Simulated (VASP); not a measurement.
TiB2, 3 atoms in the cell. It takes space group P6/mmm (No. 191, hexagonal). The conventional cell has a = 3.037 Å, b = 3.037 Å, c = 3.214 Å, α = 90.00°, β = 90.00°, γ = 120.00°. Ti (site symmetry 6/mmm) has 12 B at 2.38 Å and 6 Ti at 3.04 Å within 3.1 Å. Within 2.3 Å of B (site symmetry -6m2) lie 3 B at 1.75 Å. 

* Program: VASP 6.6.1
* Task: single point
* Functional: PBE
* Potentials or basis: VASP PAW PBE potentials, release 64 (Ti_sv, B)
* Cutoff: 500 eV
* k mesh: 6 × 6 × 7
* Occupations: gaussian, width 0.2 eV
* Spin: no spin polarisation
* Dipole correction: no
* Further INCAR settings: ALGO = Normal; EDIFF = 1e-06; NBANDS = 16

Potentials or basis: VASP PAW PBE potentials, release 64 (Ti_sv, B).

Command:

```console
$ cat potpaw_PBE.64/Ti_sv/POTCAR potpaw_PBE.64/B/POTCAR > POTCAR
$ mpirun -np 1 vasp_std > vasp.out
```

Hardware: 1 thread of Intel(R) Xeon(R) 6975P-C (Granite Rapids) (shared host).

Problem. Estimate the wall time of this run.

Solution. Wall time 4.6 s on 1 thread of Intel(R) Xeon(R) 6975P-C (Granite Rapids), on a shared host, peak memory 0.14 GiB. Counts: scf iterations 13, k points 28.
